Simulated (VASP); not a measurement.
# TiN (Fm-3m) in VASP: notebook

The runs below take TiN through single point, with PBEsol.

Everything below comes from runs of VASP 6.6.1. Logs are shortened: lines on timing, memory, paths and dates and some standing lists are left out, and cuts for length are marked.

### 1 The cell of the first run

The structure is cubic, space group Fm-3m (No. 225). Conventional cell: a = 4.259 Å, b = 4.259 Å, c = 4.259 Å, α = 90.00°, β = 90.00°, γ = 90.00°. Within 2.8 Å of Ti (site symmetry m-3m) lie 6 N at 2.13 Å. N (site symmetry m-3m) has 6 Ti at 2.13 Å within 2.8 Å.

### 2 Single point, PBEsol, collinear spin (9.66 Å³/atom)

File INCAR:

```
PREC     = Accurate       # precision mode
ENCUT    = 520            # plane-wave cutoff, eV
EDIFF    = 1E-6           # SCF threshold, eV
ISMEAR   = 0              # smearing method
SIGMA    = 0.15           # smearing width, eV
LREAL    = F              # projectors in reciprocal space
LASPH    = T              # aspherical terms in the spheres
NELM     = 150            # most SCF steps
ALGO     = Normal         # electronic algorithm
ISIF     = 2              # what is computed and relaxed
LWAVE    = F              # write WAVECAR
LCHARG   = F              # write CHGCAR
ISPIN    = 2              # spin polarisation
MAGMOM   = 0.75 0         # initial moments
LORBIT   = 11             # projections on sites
NUPDOWN  = 0.75           # fixed moment
LMAXMIX  = 4              # l up to which the mixer works
GGA      = PS             # functional
NBANDS   = 20             # bands
```

File KPOINTS:

```
regular mesh
0
Gamma
  20 20 20
```

File POSCAR:

```
TiN
1.0
    0.0000000000      2.1295887000      2.1295887000
    2.1295887000      0.0000000000      2.1295887000
    2.1295887000      2.1295887000      0.0000000000
Ti N
1 1
Direct
    0.0000000000      0.0000000000      0.0000000000
    0.5000000000      0.5000000000      0.5000000000
```

Potentials or basis: VASP PAW PBE potentials, release 64 (Ti_sv, N).

Started as:

```sh
cat potpaw_PBE.64/Ti_sv/POTCAR potpaw_PBE.64/N/POTCAR > POTCAR
mpirun -np 1 vasp_std > vasp.out
```

OUTCAR:

```text
PREC = Accurate
   ENCUT = 520
   EDIFF = 1E-6
   ISMEAR = 0
   LREAL = F
   LASPH = T
   NELM = 150
   ISIF = 2
   ISPIN = 2
   LORBIT = 11
   NUPDOWN = 0.75
   GGA = PS

 ion  position               nearest neighbor table
   1  0.000  0.000  0.000-   2 2.13   2 2.13   2 2.13   2 2.13   2 2.13   2 2.13
   2  0.500  0.500  0.500-   1 2.13   1 2.13   1 2.13   1 2.13   1 2.13   1 2.13

  LATTYP: Found a face centered cubic cell.
 ALAT       =     4.2591774000

  Lattice vectors:

 A1 = (   0.0000000000,   2.1295887000,   2.1295887000)
 A2 = (   2.1295887000,   0.0000000000,   2.1295887000)
 A3 = (   2.1295887000,   2.1295887000,   0.0000000000)

Analysis of symmetry for initial positions (statically):
=====================================================================
 Subroutine PRICEL returns:
 Original cell was already a primitive cell.

 Routine SETGRP: Setting up the symmetry group for a
 face centered cubic supercell.

 Subroutine GETGRP returns: Found 48 space group operations
 (whereof 48 operations were pure point group operations)
 out of a pool of 48 trial point group operations.

The static configuration has the point symmetry O_h .

Analysis of symmetry for dynamics (positions and initial velocities):
=====================================================================
 Subroutine PRICEL returns:
 Original cell was already a primitive cell.

 Routine SETGRP: Setting up the symmetry group for a
 face centered cubic supercell.

 Subroutine GETGRP returns: Found 48 space group operations
 (whereof 48 operations were pure point group operations)
 out of a pool of 48 trial point group operations.

The dynamic configuration has the point symmetry O_h .

Analysis of structural, dynamic, and magnetic symmetry:
=====================================================================
 Subroutine PRICEL returns:
 Original cell was already a primitive cell.

 Routine SETGRP: Setting up the symmetry group for a
 face centered cubic supercell.

 Subroutine GETGRP returns: Found 48 space group operations
 (whereof 48 operations were pure point group operations)
 out of a pool of 48 trial point group operations.

The overall configuration has the point symmetry O_h .

 Subroutine INISYM returns: Found 48 space group operations
 (whereof 48 operations are pure point group operations),
 and found     1 'primitive' translations

----------------------------------------------------------------------------------------

                                     Primitive cell

  volume of cell :      19.3160

  direct lattice vectors                    reciprocal lattice vectors
     0.000000000  2.129588700  2.129588700    -0.234787121  0.234787121  0.234787121
     2.129588700  0.000000000  2.129588700     0.234787121 -0.234787121  0.234787121
     2.129588700  2.129588700  0.000000000     0.234787121  0.234787121 -0.234787121

  length of vectors
     3.011693222  3.011693222  3.011693222     0.406663223  0.406663223  0.406663223

  position of ions in fractional coordinates (direct lattice)
     0.000000000  0.000000000  0.000000000
     0.500000000  0.500000000  0.500000000

  ion indices of the primitive-cell ions
   primitive index   ion index
                 1           1
                 2           2

----------------------------------------------------------------------------------------

 KPOINTS: regular mesh

Automatic generation of k-mesh.
 Grid dimensions read from file:
 generate k-points for:   20   20   20

 Generating k-lattice:

  Cartesian coordinates                     Fractional coordinates (reciprocal lattice)
    -0.011739356  0.011739356  0.011739356     0.050000000  0.000000000  0.000000000
     0.011739356 -0.011739356  0.011739356     0.000000000  0.050000000  0.000000000
     0.011739356  0.011739356 -0.011739356     0.000000000  0.000000000  0.050000000

  Length of vectors
     0.020333161  0.020333161  0.020333161

  Shift w.r.t. Gamma in fractional coordinates (k-lattice)
     0.000000000  0.000000000  0.000000000

 Subroutine IBZKPT returns following result:
 ===========================================

 Found    256 irreducible k-points:

 Following reciprocal coordinates:
            Coordinates               Weight
  0.000000  0.000000  0.000000      1.000000
  0.050000  0.000000  0.000000      8.000000
  0.100000  0.000000  0.000000      8.000000
  0.150000  0.000000  0.000000      8.000000
  0.200000  0.000000  0.000000      8.000000
  0.250000  0.000000  0.000000      8.000000
[... 16 lines left out ...]
 -0.400000  0.050000  0.000000     24.000000
 -0.350000  0.050000  0.000000     24.000000
 [... further k-points ...]
   k-points           NKPTS =    256   k-points in BZ     NKDIM =    256   number of bands    NBANDS=     20
   number of dos      NEDOS =    301   number of ions     NIONS =      2
   total plane-waves  NPLWV =  13824
   dimension x,y,z NGX =    24 NGY =   24 NGZ =   24
   dimension x,y,z NGXF=    48 NGYF=   48 NGZF=   48
   ions per type =               1   1
   NGX,Y,Z   is equivalent  to a cutoff of  13.25, 13.25, 13.25 a.u.
   NGXF,Y,Z  is equivalent  to a cutoff of  26.50, 26.50, 26.50 a.u.
 SYSTEM =  unknown system
   PREC   = accura    normal or accurate (medium, high low for compatibility)
   ISTART =      0    job   : 0-new  1-cont  2-samecut
   ICHARG =      2    charge: 1-file 2-atom 10-const
   ISPIN  =      2    spin polarized calculation?
   LNONCOLLINEAR =      F non collinear calculations
   LSORBIT =      F    spin-orbit coupling
   LASPH  =      T    aspherical Exc in radial PAW
   ENCUT  =  520.0 eV  38.22 Ry    6.18 a.u.   5.60  5.60  5.60*2*pi/ulx,y,z
   NELM   =    150;   NELMIN=  2; NELMDL= -5     # of ELM steps
   EDIFF  = 0.1E-05   stopping-criterion for ELM
   LREAL  =      F    real-space projection
   EDIFFG = 0.1E-04   stopping-criterion for IOM
   NSW    =      0    number of steps for IOM
   IBRION =     -1    ionic relax: 0-MD 1-quasi-New 2-CG
   NFREE  =      0    steps in history (QN), initial steepest desc. (CG)
   ISIF   =      2    stress and relaxation
   ISYM   =      2    0-nonsym 1-usesym 2-fastsym
   POTIM  = 0.5000    time-step for ionic-motion
   TEBEG  =    0.0;   TEEND  =   0.0 temperature during run
   PSTRESS=    0.0 pullay stress
   NELECT =      17.0000    total number of electrons
   NUPDOWN=       0.7500    fix difference up-down
   EMIN   =  10.00;   EMAX   =-10.00  energy-range for DOS
   EFERMI =   0.00;   METHOD = LEGACY
   ISMEAR =     0;   SIGMA  =   0.15  broadening in eV -4-tet -1-fermi 0-gaus
   EFERMI_NEDOS =   21; number of points for ismear=-14 and -15
   IALGO  =     38    algorithm
   IMIX   =      4    mixing-type and parameters
     AMIX     =   0.40;   BMIX     =  1.00
     AMIX_MAG =   1.60;   BMIX_MAG =  1.00
  volume/ion in A,a.u.               =       9.66        65.18
  Fermi-wavevector in a.u.,A,eV,Ry     =   1.568864  2.964724 33.488502  2.461335
  Thomas-Fermi vector in A             =   2.670832
   LORBIT       =     11    0 simple, 1 ext, 2 COOP (PROOUT), +10 PAW based schemes
   GGA     = PS    functional components
   LHFCALC =     F    Hartree Fock is set to
   AEXX    =    0.0000 exact exchange contribution
   IVDW    =     0    specifies the selected vdW correction
   LEPSILON=     F    determine dielectric tensor
   LRPA    =     F    only Hartree local field effects (RPA)
 spin polarized calculation
 Gauss-broadening in eV      SIGMA  =   0.15
  energy-cutoff  :      520.00
  volume of cell :       19.32
 maximum number of plane-waves:       534
   NGX = 11   NGY = 11   NGZ = 11

 number of electron      17.0000003 magnetization       0.7500001

 Free energy of the ion-electron system (eV)
  ---------------------------------------------------
  ext. energy  EPLUGINS =         0.00000000
  ---------------------------------------------------
  free energy    TOTEN  =       -20.52015993 eV

  energy without entropy =      -20.51075375  energy(sigma->0) =      -20.51545684

 E-fermi :  10.1867     XC(G=0): -13.1357

 val. band max:       11.6486211703   @ k =  -0.3000   0.3500   0.0500
 cond. band min:      10.2030421439   @ k =   0.2500   0.2000   0.0500
 fundamental gap:     -1.4455790263
 Fermi energy:        11.6486658355

 spin component 1

 k-point     1 :       0.0000    0.0000    0.0000
  band No.  band energies     occupation
      1     -46.6400      1.00000
      2     -22.7361      1.00000
      3     -22.7361      1.00000
      4     -22.7361      1.00000
      5      -5.8957      1.00000
      6       9.1008      1.00000
[... 12 lines left out ...]
     19      37.7549      0.00000
     20      37.7549      0.00000

 k-point     2 :       0.0500    0.0000    0.0000
  band No.  band energies     occupation
      1     -46.6377      1.00000
      2     -22.7524      1.00000
      3     -22.7375      1.00000
      4     -22.7375      1.00000
      5      -5.8468      1.00000
      6       8.7704      1.00000
[... 12 lines left out ...]
     19      36.6864      0.00000
     20      36.6864      0.00000
[... 465 lines left out ...]
      3     -22.8032      1.00000
      4     -22.7860      1.00000
      5      -3.6544      1.00000
      6       3.3628      1.00000
[... 12 lines left out ...]
     19      35.0344      0.00000
     20      36.5439      0.00000

 k-point    24 :      -0.3500    0.0500    0.0000
  band No.  band energies     occupation
      1     -46.5600      1.00000
      2     -23.2617      1.00000
      3     -22.7998      1.00000
      4     -22.7781      1.00000
      5      -3.9441      1.00000
      6       3.8424      1.00000
[... 12 lines left out ...]
     19      34.3183      0.00000
     20      36.1512      0.00000

 [... further k-points ...]

 spin component 2

 k-point     1 :       0.0000    0.0000    0.0000
  band No.  band energies     occupation
      1     -46.0911      1.00000
      2     -22.1841      1.00000
      3     -22.1841      1.00000
      4     -22.1841      1.00000
      5      -5.7213      1.00000
      6       9.2102      1.00000
[... 12 lines left out ...]
     19      38.0615      0.00000
     20      38.0615      0.00000

 k-point     2 :       0.0500    0.0000    0.0000
  band No.  band energies     occupation
      1     -46.0888      1.00000
      2     -22.2006      1.00000
      3     -22.1855      1.00000
      4     -22.1855      1.00000
      5      -5.6728      1.00000
      6       8.9331      1.00000
[... 12 lines left out ...]
     19      37.0873      0.00000
     20      37.0873      0.00000
[... 465 lines left out ...]
      3     -22.2506      1.00000
      4     -22.2331      1.00000
      5      -3.5147      1.00000
      6       3.6609      1.00000
[... 12 lines left out ...]
     19      35.3774      0.00000
     20      36.9180      0.00000

 k-point    24 :      -0.3500    0.0500    0.0000
  band No.  band energies     occupation
      1     -46.0105      1.00000
      2     -22.7176      1.00000
      3     -22.2473      1.00000
      4     -22.2252      1.00000
      5      -3.7973      1.00000
      6       4.1318      1.00000
[... 12 lines left out ...]
     19      34.6738      0.00000
     20      36.5048      0.00000

 [... further k-points ...]

------------------------ aborting loop because EDIFF is reached ----------------------------------------

  FORCE on cell =-STRESS in cart. coord.  units (eV):
  Direction    XX          YY          ZZ          XY          YZ          ZX
  --------------------------------------------------------------------------------------
  -------------------------------------------------------------------------------------
  Total       -0.7280353     -0.7280353     -0.7280353     -0.0000000     -0.0000000      0.0000000
  in kB      -60.3873254    -60.3873254    -60.3873254     -0.0000000     -0.0000000      0.0000000
  external PRESSURE =     -60.3873254 kB  Pullay stress =       0.0000000 kB

 VOLUME and BASIS-vectors are now :
 -----------------------------------------------------------------------------
  energy-cutoff  :      520.00
  volume of cell :       19.32
      direct lattice vectors                 reciprocal lattice vectors
     0.000000000  2.129588700  2.129588700    -0.234787121  0.234787121  0.234787121
     2.129588700  0.000000000  2.129588700     0.234787121 -0.234787121  0.234787121
     2.129588700  2.129588700  0.000000000     0.234787121  0.234787121 -0.234787121

 POSITION                                       TOTAL-FORCE (eV/Angst)
 -----------------------------------------------------------------------------------
      0.00000      0.00000      0.00000        -0.000000      0.000000      0.000000
      2.12959      2.12959      2.12959         0.000000     -0.000000     -0.000000
 -----------------------------------------------------------------------------------
    total drift:                                0.000000     -0.000000     -0.000000

  FREE ENERGIE OF THE ION-ELECTRON SYSTEM (eV)
  ---------------------------------------------------
  free  energy   TOTEN  =       -20.5201599289 eV

  energy  without entropy=      -20.5107537459  energy(sigma->0) =      -20.51545684

 total charge

# of ion       s       p       d       tot
------------------------------------------
    1        2.183   6.225   1.974  10.381
    2        1.239   2.488   0.000   3.726
--------------------------------------------------
tot          3.421   8.713   1.974  14.108

 magnetization (x)

# of ion       s       p       d       tot
------------------------------------------
    1        0.005   0.004   0.562   0.571
    2       -0.000   0.037   0.000   0.036
--------------------------------------------------
tot          0.005   0.041   0.562   0.608
```

Run time: 5.2 min. Hardware: 1 thread of Intel Xeon 8259CL, shared host; peak memory 0.27 GiB.

Results:

* Free energy: -20.5202 eV
* Pressure: -6.0 GPa
* Net moment: 0.75 μB per cell
* Site moments: Ti +0.57; N +0.04 μB
* Valence electrons inside the program's atomic spheres: Ti 10.38; N 3.73

Caveat: the cell stands under tension; the PAW data sets were made with another functional, which shifts forces and pressure a little; the total moment is fixed, so each spin has its own Fermi level.

### 3 Single point, PBEsol, collinear spin (9.66 Å³/atom)

File INCAR:

```
SYSTEM = TiN
  PREC = Accurate
  ENCUT = 520
  EDIFF = 1E-6
  ISMEAR = 0
  SIGMA = 0.15
  LREAL = .False.
  LASPH = .True.
  NELM = 150
  ALGO = Normal
  ISIF = 2
  LWAVE = .False.
  LCHARG = .False.
  ISPIN = 2
  MAGMOM = 1 0
  LORBIT = 11
  NUPDOWN = 1.0
  LMAXMIX = 4
  GGA = PS
  NBANDS = 20
```

File KPOINTS:

```
regular mesh
0
Gamma
  20 20 20
  0 0 0
```

POSCAR is that of step 2.

Potentials or basis: VASP PAW PBE potentials, release 64 (Ti_sv, N).

Started as:

```sh
cat potpaw_PBE.64/Ti_sv/POTCAR potpaw_PBE.64/N/POTCAR > POTCAR
mpirun -np 1 vasp_std > vasp.out
```

Wall time 4.5 min (1 thread of Intel Xeon 8259CL, shared host); peak memory 0.27 GiB.

The run converged. Its results:

```yaml
Free_energy: -20.2698 eV
Pressure: -2.3 GPa
Net_moment: 1.00 μB per cell
Site_moments: Ti +0.75; N +0.06 μB
Valence_electrons_inside_the_program's_atomic_spheres: Ti 10.39; N 3.73
```

Caveat: the PAW data sets were made with another functional, which shifts forces and pressure a little; the total moment is fixed, so each spin has its own Fermi level.

### 4 Single point, PBEsol, collinear spin (9.66 Å³/atom)

File INCAR:

```
  PREC = Accurate
  ENCUT = 520
  EDIFF = 1E-6
  ISMEAR = 0
  SIGMA = 0.15
  LREAL = False
  LASPH = True
  NELM = 150
  ALGO = Normal
  ISIF = 2
  LWAVE = False
  LCHARG = False
  ISPIN = 2
  MAGMOM = 0.5 0
  LORBIT = 11
  NUPDOWN = 0.5
  LMAXMIX = 4
  GGA = PS
  NBANDS = 20
```

File KPOINTS:

```
regular mesh
0
Gamma
  20 20 20
```

POSCAR is that of step 3.

Started as:

```sh
cat potpaw_PBE.64/Ti_sv/POTCAR potpaw_PBE.64/N/POTCAR > POTCAR
mpirun -np 1 vasp_std > vasp.out
```

It took 4 min on 1 thread of Intel Xeon 8259CL, shared host; peak memory 0.27 GiB.

The run converged. Its results:

```yaml
Free_energy: -20.6611 eV
Pressure: -8.5 GPa
Net_moment: 0.50 μB per cell
Site_moments: Ti +0.39; N +0.02 μB
Valence_electrons_inside_the_program's_atomic_spheres: Ti 10.38; N 3.72
```

Caveat: the cell stands under tension; the PAW data sets were made with another functional, which shifts forces and pressure a little; the total moment is fixed, so each spin has its own Fermi level.

### 5 Single point, PBEsol, collinear spin (9.66 Å³/atom)

File INCAR:

```
ALGO = Normal ; EDIFF = 1E-6
ENCUT = 520 ; GGA = PS
ISIF = 2 ; ISMEAR = 0
ISPIN = 2 ; LASPH = True
LCHARG = False ; LMAXMIX = 4
LORBIT = 11 ; LREAL = False
LWAVE = False ; MAGMOM = 0.875 0
NBANDS = 20 ; NELM = 150
NUPDOWN = 0.875 ; PREC = Accurate
SIGMA = 0.15
```

File KPOINTS:

```
k-points
0
Gamma
  20 20 20
```

POSCAR is that of step 4.

Started as:

```sh
cat potpaw_PBE.64/Ti_sv/POTCAR potpaw_PBE.64/N/POTCAR > POTCAR
mpirun -np 1 vasp_std > vasp.out
```

It took 5.4 min on 1 thread of Intel Xeon 8259CL, shared host; peak memory 0.27 GiB.

The run converged. Its results:

| Quantity | Value |
| --- | --- |
| Free energy | -20.4154 eV |
| Pressure | -4.4 GPa |
| Net moment | 0.88 μB per cell |
| Site moments | Ti +0.66; N +0.04 μB |
| Valence electrons inside the program's atomic spheres | Ti 10.39; N 3.73 |

Caveat: the cell stands under tension; the PAW data sets were made with another functional, which shifts forces and pressure a little; the total moment is fixed, so each spin has its own Fermi level.

### 6 Summary

| fixed moment (μB) | pressure (GPa) | moment (μB) |
| --- | --- | --- |
| 0.75 | -6.0 | 0.75 |
| 1.0 | -2.3 | 1.00 |
| 0.5 | -8.5 | 0.50 |
| 0.875 | -4.4 | 0.88 |

Alike in all rows: task single point; level PBEsol; potentials or basis VASP PAW PBE potentials, release 64 (Ti_sv, N); spin collinear; cell as given; k mesh 20 × 20 × 20; cutoff (eV) 520; smearing gaussian 0.15 eV.

Caveats: the PAW data sets were made with another functional, which shifts forces and pressure a little; the total moment is fixed, so each spin has its own Fermi level; the cell stands under tension (at least some runs).

Absolute energies hang on the potentials; compare differences alone.
